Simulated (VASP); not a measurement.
# NiCl3 (P6_3/mcm) in VASP: settings compared

The runs below take NiCl3 through single point, with LDA, PBEsol.

All numbers are computed with VASP 6.6.1; they aren't measurements. Logs are shortened: lines on timing, memory, paths and dates and some standing lists are left out, and cuts for length are marked.

## 1. The cell of the first run

Symmetry: P6_3/mcm, No. 193, hexagonal system. Conventional cell: a = 5.690 Å, b = 5.690 Å, c = 5.471 Å, α = 90.00°, β = 90.00°, γ = 120.00°. Within 3.1 Å of Cl (site symmetry m2m) lie 2 Ni at 2.24 Å and 2 Cl at 3.06 Å. Ni (site symmetry -3m) has 6 Cl at 2.24 Å and 2 Ni at 2.74 Å within 3.0 Å.

## 2. Single point, LDA

The input, INCAR:

```
  PREC = Accurate
  ENCUT = 520
  EDIFF = 1E-6
  ISMEAR = -1
  SIGMA = 0.1
  LREAL = F
  LASPH = T
  NELM = 100
  ALGO = Normal
  ISIF = 2
  LWAVE = F
  LCHARG = F
  NBANDS = 41
```

The input, KPOINTS:

```
Automatic mesh
0
Gamma
  4 4 3
```

The input, POSCAR:

```
NiCl3
1.0
    2.8449512597      4.9276001269      0.0000000000
   -2.8449512597      4.9276001269      0.0000000000
    0.0000000000      0.0000000000      5.4711378991
Cl Ni
6 2
Direct
    0.3109922416      0.6890077584      0.2500000000
    0.3109922416      0.0000000000      0.7500000000
    0.0000000000      0.3109922416      0.2500000000
    0.6890077584      0.3109922416      0.7500000000
    0.6890077584      0.0000000000      0.2500000000
    0.0000000000      0.6890077584      0.7500000000
    0.0000000000      0.0000000000      0.0000000000
    0.0000000000      0.0000000000      0.5000000000
```

Potentials or basis: VASP PAW LDA potentials, release 64 (Cl, Ni).

Command:

```sh
cat potpaw_LDA.64/Cl/POTCAR potpaw_LDA.64/Ni/POTCAR > POTCAR
mpirun -np 1 vasp_std > vasp.out
```

OUTCAR:

```text
PREC = Accurate
   ENCUT = 520
   EDIFF = 1E-6
   ISMEAR = -1
   LREAL = F
   LASPH = T
   NELM = 100
   ISIF = 2

 ion  position               nearest neighbor table
   1  0.311  0.689  0.250-   7 2.24   8 2.24
   2  0.311  0.000  0.750-   7 2.24   8 2.24
   3  0.000  0.311  0.250-   7 2.24   8 2.24
   4  0.689  0.311  0.750-   7 2.24   8 2.24
   5  0.689  0.000  0.250-   7 2.24   8 2.24
   6  0.000  0.689  0.750-   7 2.24   8 2.24
   7  0.000  0.000  0.000-   1 2.24   4 2.24   3 2.24   2 2.24   5 2.24   6 2.24   8 2.74   8 2.74

   8  0.000  0.000  0.500-   1 2.24   4 2.24   3 2.24   2 2.24   5 2.24   6 2.24   7 2.74   7 2.74

  LATTYP: Found a hexagonal cell.
 ALAT       =     5.6899025194
 C/A-ratio  =     0.9615521321

  Lattice vectors:

 A1 = (   2.8449512597,  -4.9276001269,   0.0000000000)
 A2 = (   2.8449512597,   4.9276001269,   0.0000000000)
 A3 = (   0.0000000000,   0.0000000000,   5.4711378991)

Analysis of symmetry for initial positions (statically):
=====================================================================
 Subroutine PRICEL returns:
 Original cell was already a primitive cell.

 Routine SETGRP: Setting up the symmetry group for a
 hexagonal supercell.

 Subroutine GETGRP returns: Found 24 space group operations
 (whereof 12 operations were pure point group operations)
 out of a pool of 24 trial point group operations.

The static configuration has the point symmetry D_3d.
 The point group associated with its full space group is D_6h.

Analysis of symmetry for dynamics (positions and initial velocities):
=====================================================================
 Subroutine PRICEL returns:
 Original cell was already a primitive cell.

 Routine SETGRP: Setting up the symmetry group for a
 hexagonal supercell.

 Subroutine GETGRP returns: Found 24 space group operations
 (whereof 12 operations were pure point group operations)
 out of a pool of 24 trial point group operations.

The dynamic configuration has the point symmetry D_3d.
 The point group associated with its full space group is D_6h.

 Subroutine INISYM returns: Found 24 space group operations
 (whereof 12 operations are pure point group operations),
 and found     1 'primitive' translations

----------------------------------------------------------------------------------------

                                     Primitive cell
[... 82 lines left out ...]
   LSORBIT =      F    spin-orbit coupling
   LASPH  =      T    aspherical Exc in radial PAW
   ENCUT  =  520.0 eV  38.22 Ry    6.18 a.u.  10.58 10.58 10.17*2*pi/ulx,y,z
   NELM   =    100;   NELMIN=  2; NELMDL= -5     # of ELM steps
   EDIFF  = 0.1E-05   stopping-criterion for ELM
   LREAL  =      F    real-space projection
[... 7 lines left out ...]
   TEBEG  =    0.0;   TEEND  =   0.0 temperature during run
   PSTRESS=    0.0 pullay stress
   NELECT =      62.0000    total number of electrons
   NUPDOWN=      -1.0000    fix difference up-down
   EMIN   =  10.00;   EMAX   =-10.00  energy-range for DOS
   EFERMI =   0.00;   METHOD = LEGACY
   ISMEAR =    -1;   SIGMA  =   0.10  broadening in eV -4-tet -1-fermi 0-gaus
   EFERMI_NEDOS =   21; number of points for ismear=-14 and -15
   IALGO  =     38    algorithm
   IMIX   =      4    mixing-type and parameters
     AMIX     =   0.40;   BMIX     =  1.00
     AMIX_MAG =   1.60;   BMIX_MAG =  1.00
  volume/ion in A,a.u.               =      19.17       129.40
  Fermi-wavevector in a.u.,A,eV,Ry     =   1.210411  2.287345 19.933814  1.465094
  Thomas-Fermi vector in A             =   2.345958
   LORBIT       =      0    0 simple, 1 ext, 2 COOP (PROOUT), +10 PAW based schemes
   GGA     = CA    functional components
   LHFCALC =     F    Hartree Fock is set to
   AEXX    =    0.0000 exact exchange contribution
   IVDW    =     0    specifies the selected vdW correction
   LEPSILON=     F    determine dielectric tensor
   LRPA    =     F    only Hartree local field effects (RPA)
 non-spin polarized calculation
  energy-cutoff  :      520.00
  volume of cell :      153.40
 maximum number of plane-waves:      4141
   NGX = 21   NGY = 21   NGZ = 21

 number of electron      61.9999973 magnetization

 Free energy of the ion-electron system (eV)
  ---------------------------------------------------
  ext. energy  EPLUGINS =         0.00000000
  ---------------------------------------------------
  free energy    TOTEN  =       -30.47871093 eV

  energy without entropy =      -30.19810582  energy(sigma->0) =      -30.33840837

 E-fermi :   3.2008     XC(G=0): -10.1099

 val. band max:        3.1798172628   @ k =   0.5000  -0.0000   0.3333
 cond. band min:       3.2176789891   @ k =   0.5000   0.2500   0.0000
 fundamental gap:      0.0378617263
 Fermi energy:         3.2008435311

 k-point     1 :       0.0000    0.0000    0.0000
  band No.  band energies     occupation
      1     -13.2011      2.00000
      2     -11.8666      2.00000
      3     -11.4840      2.00000
      4     -11.4840      2.00000
      5     -11.3794      2.00000
      6     -11.3794      2.00000
[... 341 lines left out ...]
     40      11.9088      0.00000
     41      12.0732      0.00000

------------------------ aborting loop because EDIFF is reached ----------------------------------------

  FORCE on cell =-STRESS in cart. coord.  units (eV):
  Direction    XX          YY          ZZ          XY          YZ          ZX
  --------------------------------------------------------------------------------------
  -------------------------------------------------------------------------------------
  Total       -0.0831353     -0.0831353     -0.1265274      0.0000000      0.0000000      0.0000000
  in kB       -0.8683167     -0.8683167     -1.3215307      0.0000000      0.0000000      0.0000000
  external PRESSURE =      -1.0193880 kB  Pullay stress =       0.0000000 kB

 VOLUME and BASIS-vectors are now :
 -----------------------------------------------------------------------------
  energy-cutoff  :      520.00
  volume of cell :      153.40
      direct lattice vectors                 reciprocal lattice vectors
     2.844951260  4.927600127  0.000000000     0.175749935  0.101469272  0.000000000
    -2.844951260  4.927600127  0.000000000    -0.175749935  0.101469272  0.000000000
     0.000000000  0.000000000  5.471137899     0.000000000  0.000000000  0.182777334

 POSITION                                       TOTAL-FORCE (eV/Angst)
 -----------------------------------------------------------------------------------
     -1.07544      4.92760      1.36778        -0.004635      0.000000      0.000000
      0.88476      1.53245      4.10335        -0.002317     -0.004014      0.000000
     -0.88476      1.53245      1.36778         0.002317     -0.004014      0.000000
      1.07544      4.92760      4.10335         0.004635      0.000000     -0.000000
      1.96019      3.39515      1.36778         0.002317      0.004014      0.000000
     -1.96019      3.39515      4.10335        -0.002317      0.004014     -0.000000
      0.00000      0.00000      0.00000         0.000000      0.000000      0.000000
      0.00000      0.00000      2.73557         0.000000      0.000000      0.000000
 -----------------------------------------------------------------------------------
    total drift:                               -0.000000      0.000000      0.000000

  FREE ENERGIE OF THE ION-ELECTRON SYSTEM (eV)
  ---------------------------------------------------
  free  energy   TOTEN  =       -30.4787109277 eV

  energy  without entropy=      -30.1981058197  energy(sigma->0) =      -30.33840837
```

OSZICAR:

```text
N       E                     dE             d eps       ncg     rms          rms(c)
DAV:   1     0.593100075826E+03    0.59310E+03   -0.27017E+04   656   0.150E+03
DAV:   2     0.473673201345E+02   -0.54573E+03   -0.50867E+03   724   0.363E+02
DAV:   3    -0.331825347896E+02   -0.80550E+02   -0.77901E+02   776   0.153E+02
DAV:   4    -0.362595292985E+02   -0.30770E+01   -0.30497E+01   800   0.328E+01
DAV:   5    -0.363818406947E+02   -0.12231E+00   -0.12223E+00   976   0.647E+00    0.258E+01
DAV:   6    -0.447330663871E+02   -0.83512E+01   -0.72150E+01   830   0.133E+02    0.479E+01
DAV:   7    -0.305604971608E+02    0.14173E+02   -0.23086E+01   860   0.898E+01    0.105E+01
DAV:   8    -0.305280958224E+02    0.32401E-01   -0.66676E+00  1024   0.305E+01    0.545E+00
DAV:   9    -0.304905779688E+02    0.37518E-01   -0.93652E-01  1014   0.139E+01    0.194E+00
DAV:  10    -0.304855699769E+02    0.50080E-02   -0.57468E-02   928   0.206E+00    0.158E+00
DAV:  11    -0.304845354521E+02    0.10345E-02   -0.18978E-03   846   0.255E-01    0.143E+00
DAV:  12    -0.304792336138E+02    0.53018E-02   -0.26429E-02   960   0.181E+00    0.445E-01
DAV:  13    -0.304787747522E+02    0.45886E-03   -0.17013E-03   792   0.243E-01    0.263E-01
DAV:  14    -0.304787531937E+02    0.21558E-04   -0.24713E-04   816   0.821E-02    0.142E-01
DAV:  15    -0.304787180288E+02    0.35165E-04   -0.10235E-04   872   0.510E-02    0.834E-02
DAV:  16    -0.304787105501E+02    0.74787E-05   -0.44328E-05  1048   0.785E-02    0.962E-03
DAV:  17    -0.304787109277E+02   -0.37761E-06   -0.63445E-06   832   0.229E-02
   1 F= -.30478711E+02 E0= -.30338408E+02  d E =-.280605E+00
```

stdout:

```text
POSCAR found type information on POSCAR ClNi
 POSCAR found :  2 types and       8 ions
 scaLAPACK will be used
 LDA part: xc-table for (Slater(with rela. corr.)+CA(PZ))
 , standard interpolation
 POSCAR, INCAR and KPOINTS ok, starting setup
 FFT: planning ... GRIDC
 FFT: planning ... GRID_SOFT
 FFT: planning ... GRID
 WAVECAR not read
 entering main loop
```

It took 86 s on 1 thread of Intel Xeon Platinum 8175M at 2.50GHz (Skylake/Cascade Lake), shared host; peak memory 0.22 GiB.

What came out:

```
Free energy            : -30.4787 eV
Pressure               : -0.1 GPa
Largest force          : 0.005 eV/Å
Band gap on the k mesh : zero (bands 31 and 32 overlap by 0.48 eV)
```

Forces on the atoms (eV/Å):
```
Cl  -0.005  0.000  0.000
Cl  -0.002 -0.004  0.000
Cl   0.002 -0.004  0.000
Cl   0.005  0.000  0.000
Cl   0.002  0.004  0.000
Cl  -0.002  0.004  0.000
Ni   0.000  0.000  0.000
Ni   0.000  0.000  0.000
```

Caveat: the k points lie up to 0.38 Å⁻¹ apart; the run has no spin polarisation, though such a crystal can be magnetic; semilocal functionals often make such compounds metallic where correlation or magnetic order opens a gap, which also shifts bond lengths.

## 3. Single point, PBEsol

This run uses another cell than the first one, of 22.05 Å³/atom.

The input, INCAR:

```
SYSTEM = NiCl3
PREC = Accurate ; ENCUT = 520
EDIFF = 1E-6 ; ISMEAR = -1
SIGMA = 0.1 ; LREAL = .FALSE.
LASPH = .TRUE. ; NELM = 60
ALGO = Normal ; ISIF = 2
LWAVE = .FALSE. ; LCHARG = .TRUE.
GGA = PS ; LELF = .TRUE.
LVHAR = .TRUE. ; NBANDS = 41
```

The input, KPOINTS:

```
regular mesh
0
G
  4 4 3
  0 0 0
```

The input, POSCAR:

```
NiCl3
1.0
    3.0198639019      5.2305577100      0.0000000000
   -3.0198639019      5.2305577100      0.0000000000
    0.0000000000      0.0000000000      5.5843050248
Cl Ni
6 2
Direct
    0.2938062053      0.7061937947      0.2500000000
    0.2938062053      0.0000000000      0.7500000000
    0.0000000000      0.2938062053      0.2500000000
    0.7061937947      0.2938062053      0.7500000000
    0.7061937947      0.0000000000      0.2500000000
    0.0000000000      0.7061937947      0.7500000000
    0.0000000000      0.0000000000      0.0000000000
    0.0000000000      0.0000000000      0.5000000000
```

Potentials or basis: VASP PAW PBE potentials, release 64 (Cl, Ni).

Command:

```sh
cat potpaw_PBE.64/Cl/POTCAR potpaw_PBE.64/Ni/POTCAR > POTCAR
mpirun -np 1 vasp_std > vasp.out
```

Run time: 1.7 min. Hardware: 1 thread of Intel Xeon Platinum 8175M at 2.50GHz (Skylake/Cascade Lake), shared host; peak memory 0.3 GiB.

The run converged. Its results:

* Free energy: -27.9029 eV
* Pressure: 0.0 GPa
* Band gap on the k mesh: zero (bands 31 and 32 overlap by 0.29 eV)

Forces on the atoms (eV/Å):
```
Cl   0.002  0.000  0.000
Cl   0.001  0.002  0.000
Cl  -0.001  0.002  0.000
Cl  -0.002  0.000  0.000
Cl  -0.001 -0.002  0.000
Cl   0.001 -0.002  0.000
Ni   0.000  0.000  0.000
Ni   0.000  0.000  0.000
```

Levels at points of the mesh, in eV from the Fermi level:
```csv
k point,band 27,band 28,band 29,band 30,band 31,band 32,band 33,band 34,band 35,band 36
"(0.00, 0.00, 0.00)",-1.39,-1.39,-0.98,-0.98,-0.13,-0.13,0.41,0.41,5.41,5.70
"(0.50, 0.00, 0.00)",-1.39,-1.26,-1.08,-0.99,-0.05,0.22,0.42,0.60,6.58,7.64
```

Caveat: the k points lie up to 0.38 Å⁻¹ apart; the PAW data sets were made with another functional, which shifts forces and pressure a little; the run has no spin polarisation, though such a crystal can be magnetic; semilocal functionals often make such compounds metallic where correlation or magnetic order opens a gap, which also shifts bond lengths.
